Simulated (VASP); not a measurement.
Input of a VASP 6.6.1 run:

INCAR

```
PREC = Accurate ; ENCUT = 520
EDIFF = 1E-8 ; ISMEAR = 0
SIGMA = 0.01 ; LREAL = F
LASPH = T ; NELM = 80
ALGO = Normal ; ISIF = 2
LWAVE = F ; LCHARG = F
GGA = PS ; LEPSILON = T
```

KPOINTS

```
regular mesh
0
Gamma
  7 7 6
```

POSCAR

```
Se
1.0
    4.3662000000      0.0000000000      0.0000000000
   -2.1831000000      3.7812401180      0.0000000000
    0.0000000000      0.0000000000      4.9536000000
Se
3
Direct
    0.7746000000      0.7746000000      0.0000000000
    0.0000000000      0.2254000000      0.6666666667
    0.2254000000      0.0000000000      0.3333333333
```

Potentials or basis: VASP PAW PBE potentials, release 64 (Se).

Launch:

```bash
$ cat potpaw_PBE.64/Se/POTCAR > POTCAR
$ mpirun -np 1 vasp_std > vasp.out
```

Estimate the electronic dielectric tensor (diagonal).

9.53, 9.53, 14.94.

What does it give for the Born charges (mean of the diagonal)?

Se +0.00 e.

Estimate the band gap on the k mesh.

1.14 eV, indirect (least direct gap 1.43 eV).

Born effective charge tensors (e):
atom 1, Se
```
-0.43  0.74  0.37
 0.74  0.43 -0.21
 0.70 -0.41  0.00
```
atom 2, Se
```
-0.43 -0.74 -0.37
-0.74  0.43 -0.21
-0.70 -0.41  0.00
```
atom 3, Se
```
 0.86  0.00  0.00
 0.00 -0.86  0.42
 0.00  0.81  0.00
```

 PBEsol gaps usually lie below the measured ones, often by a third to a half.
